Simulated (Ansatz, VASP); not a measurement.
## One calculation of CdSe, two programs

The input INCAR:

```
SYSTEM = CdSe
PREC     = Accurate       ! precision mode
ENCUT    = 500            ! plane-wave cutoff, eV
EDIFF    = 1E-6           ! SCF threshold, eV
ISMEAR   = -1             ! smearing method
SIGMA    = 0.02           ! smearing width, eV
LREAL    = .False.        ! projectors in reciprocal space
LASPH    = .True.         ! aspherical terms in the spheres
NELM     = 120            ! most SCF steps
ALGO     = Normal         ! electronic algorithm
ISIF     = 2              ! what is computed and relaxed
LWAVE    = .False.        ! write WAVECAR
LCHARG   = .False.        ! write CHGCAR
GGA      = PE             ! functional
NBANDS   = 26             ! bands
GGA_COMPAT= .False.
```

File KPOINTS:

```
regular mesh
0
Gamma
  12 12 4
  0 0 0
```

Contents of POSCAR:

```
CdSe
1.0
    4.4275381386      0.0000000000      0.0000000000
   -2.2137690693      3.8343605043      0.0000000000
    0.0000000000      0.0000000000      7.2181789021
Cd Se
2 2
Direct
    0.3333333333      0.6666666667     -0.0004760037
    0.6666666667      0.3333333333      0.4995239963
    0.3333333333      0.6666666667      0.3754760037
    0.6666666667      0.3333333333      0.8754760037
```

Input for Ansatz:

```yaml
crystal:
  lattice:
    - [4.4275381386, 0.0, 0.0]
    - [-2.2137690693, 3.8343605043, 0.0]
    - [0.0, 0.0, 7.2181789021]
  atoms:
    - { symbol: Cd, position: [0.3333333333, 0.6666666667, -0.0004760037] }
    - { symbol: Cd, position: [0.6666666667, 0.3333333333, 0.4995239963] }
    - { symbol: Se, position: [0.3333333333, 0.6666666667, 0.3754760037] }
    - { symbol: Se, position: [0.6666666667, 0.3333333333, 0.8754760037] }
kpoints:
  mp_grid: { grid: [12, 12, 4] }
  band_path:
    path:
      - [0.0, 0.0, 0.0]
      - [0.5, 0.0, 0.0]
      - [0.3333333333, 0.3333333333, 0.0]
      - [0.0, 0.0, 0.5]
      - [0.5, 0.0, 0.5]
      - [0.3333333333, 0.3333333333, 0.5]
    npoints: 1
hamiltonian:
  xc: pbe
scf:
  occupations: { method: fermi_dirac, width: 0.02 }
  n_extra_bands: 5
output:
  forces: true
  stress: true
  eigenvalues: true
```

Change from the starting cell: hydrostatic strain +2.0%.

Alike in both runs: task single point; functional PBE; k mesh 12 × 12 × 4; occupations fermi-dirac, width 0.02 eV; no spin polarisation.

|  | VASP | Ansatz |
| --- | --- | --- |
| version | VASP 6.6.1 | Ansatz 0.2.0 |
| potentials or method | VASP PAW PBE potentials, release 64 (Cd, Se) | plane waves, PAW |
| plane-wave cutoff (eV) | 500 | 420 |
| valence electrons in the cell | 36 | 72 |

|  | VASP | Ansatz | Ansatz less VASP |
| --- | --- | --- | --- |
| pressure (GPa) | -1.0 | -1.2 | -0.21 |

With one functional, cell and mesh, what is left measures potentials, basis and numerics. VASP's potentials hold 36 valence electrons a cell and Ansatz's 72, so a difference there can come from the potentials and not from the codes.
